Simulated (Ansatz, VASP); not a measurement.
# Two plane-wave programs on TaS2

INCAR

```
PREC = Accurate ; ENCUT = 400
EDIFF = 1E-8 ; ISMEAR = -1
SIGMA = 0.03 ; LREAL = False
LASPH = True ; NELM = 120
ALGO = Normal ; ISIF = 2
LWAVE = False ; LCHARG = False
GGA = PE ; LEFG = True
NBANDS = 18 ; GGA_COMPAT = False
```

Contents of KPOINTS:

```
Automatic mesh
0
Gamma
  9 9 5
```

POSCAR

```
TaS2
1.0
    3.3500021206      0.0000000000      0.0000000000
   -1.6750010603      2.9011869392      0.0000000000
    0.0000000000      0.0000000000      5.7428000000
Ta S
1 2
Direct
    0.0000000000      0.0000000000      0.0000000000
    0.3333333333      0.6666666667      0.2500000000
    0.6666666667      0.3333333333      0.7500000000
```

Input for Ansatz:

```yaml
crystal:
  lattice:
    - [3.3500021206, 0.0, 0.0]
    - [-1.6750010603, 2.9011869392, 0.0]
    - [0.0, 0.0, 5.7428]
  atoms:
    - { symbol: Ta, position: [0.0, 0.0, 0.0] }
    - { symbol: S, position: [0.3333333333, 0.6666666667, 0.25] }
    - { symbol: S, position: [0.6666666667, 0.3333333333, 0.75] }
kpoints:
  mp_grid: { grid: [9, 9, 5] }
scf:
  occupations: { method: fermi_dirac, width: 0.03 }
hamiltonian:
  xc: pbe
  pseudopotentials: { kind: paw }
output:
  forces: true
  stress: true
  eigenvalues: true
  efg: { contact_densities: true }
```

Change from the starting cell: zz strain of -2 %, PAW files.

Alike in both runs: task electric field gradients; functional PBE; k mesh 9 × 9 × 5; occupations fermi-dirac, width 0.03 eV; no spin polarisation.

|  | VASP | Ansatz |
| --- | --- | --- |
| version | VASP 6.6.1 | Ansatz 0.2.0 |
| potentials or method | VASP PAW PBE potentials, release 64 (Ta_pv, S) | PAW with Ansatz's default frozen-core files, scalar-relativistic |
| plane-wave cutoff (eV) | 400 | 420 |
| valence electrons in the cell | 23 | 25 |

Ansatz gave:

```
pressure (GPa)                                                : 12.4
traceless stress, the component that is largest in VASP (GPa) : 4.44
rms of the force components (eV/Å)                            : 0.809
size of Vzz on the site where it differs most (V/Å²)          : 171.0
```

Problem. Estimate VASP's values.

Solution. Pressure (GPa): 12.5; traceless stress, the component that is largest in VASP (GPa): 4.50; rms of the force components (eV/Å): 0.816; size of Vzz on the site where it differs most (V/Å²): 136.1.

Atom by atom the forces differ by 0.007 eV/Å (rms over components). VASP's potentials hold 23 valence electrons a cell and Ansatz's 25, so a difference there can come from the potentials and not from the codes.

Neither program's run includes spin-orbit coupling.
